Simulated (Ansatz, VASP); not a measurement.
# ZnS: VASP beside Ansatz

```
Zn S
1.0
     3.75161    0.00000    0.00000
    -1.87580    3.24899    0.00000
     0.00000    0.00000   12.46647
Zn S
4 4
Cartesian
  0.0000 0.0000 0.0014
  0.0000 0.0000 6.2347
  0.0000 2.1660 3.1175
  1.8758 1.0830 9.3507
  0.0000 0.0000 2.3342
  0.0000 0.0000 8.5674
  0.0000 2.1660 5.4551
  1.8758 1.0830 11.6883
```

Change from the starting cell: strain -0.015 along x and y, +0.000 along z, atoms carried along.

Alike in both runs: task single point; functional r2SCAN; k mesh 6 × 6 × 2; occupations gaussian, width 0.05 eV; no spin polarisation.

```csv
,VASP,Ansatz
version,VASP 6.6.1,Ansatz 0.2.0
potentials or method,"VASP PAW PBE potentials, release 64 (Zn, S), cutoff 520 eV","scalar-relativistic, plane waves, PAW"
valence electrons in the cell,72,72
```

Ansatz gave:

```
gap on the k mesh at the Fermi level (eV)                     : 2.85
least direct gap on the mesh (eV)                             : 2.85
pressure (GPa)                                                : 2.6
traceless stress, the component that is largest in VASP (GPa) : -1.60
rms of the force components (eV/Å)                            : 0.067
```

Q: Which values does VASP return?

A: gap on the k mesh at the Fermi level (eV): 2.86; least direct gap on the mesh (eV): 2.86; pressure (GPa): 2.6; traceless stress, the component that is largest in VASP (GPa): -1.59; rms of the force components (eV/Å): 0.064.

VASP's potentials were made for PBE, not for r2SCAN. Atom by atom the forces differ by 0.005 eV/Å (rms over components).
